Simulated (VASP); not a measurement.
The system is GaP (zinc blende type).

```
CELL_PARAMETERS angstrom
0.00000 2.75500 2.75500
2.75500 0.00000 2.75500
2.75500 2.75500 0.00000
ATOMIC_POSITIONS crystal
Ga 0.00000 0.00000 0.00000
P 0.25000 0.25000 0.25000
```

Base run:

| Property | Result |
| --- | --- |
| Program | VASP 6.6.1 |
| Functional | r2SCAN |
| Potentials or basis | VASP PAW PBE potentials, release 64 (Ga_d, P) |
| Cutoff | 520 eV |
| k mesh | 6 × 6 × 6 |
| Occupations | fermi-dirac, width 0.02 eV |
| Spin | no spin polarisation |

Its results: band gap on the k mesh 1.93 eV (least direct gap 2.06 eV); pressure -2.7 GPa.

Question: The run is repeated on the same cell with these changes: functional from r2SCAN to PBE; further incar settings from ALGO = Normal; EDIFF = 1e-07; NBANDS = 16 to ALGO = Normal; EDIFF = 1e-06; NBANDS = 16. What comes out?

Answer: Band gap on the k mesh 1.56 eV; pressure -0.2 GPa.

Caveats: the PAW data sets were made with another functional, which shifts forces and pressure a little (at least some runs).

A k mesh can miss the band edges.
